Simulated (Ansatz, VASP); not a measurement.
Two plane-wave programs on Os

```
Os
1.0
     0.00000    1.91669    1.91669
     1.91669    0.00000    1.91669
     1.91669    1.91669    0.00000
Os
1
Cartesian
  0.0000 0.0000 0.0000
```

Alike in both runs: task single point; functional r2SCAN; k mesh 16 × 16 × 16; occupations fermi-dirac, width 0.1 eV; no spin polarisation.

|  | VASP | Ansatz |
| --- | --- | --- |
| version | VASP 6.6.1 | Ansatz 0.2.0 |
| potentials or method | VASP PAW PBE potentials, release 64 (Os_sv_GW), cutoff 620 eV | plane waves (500 eV) with PAW, scalar-relativistic |
| valence electrons in the cell | 16 | 16 |

Ansatz gave:

| Item | Value |
| --- | --- |
| pressure (GPa) | -0.2 |

What did VASP give for the same quantities?

Pressure (GPa): -1.0.

VASP's potentials were made for PBE, not for r2SCAN.

Spin-orbit coupling is off throughout.
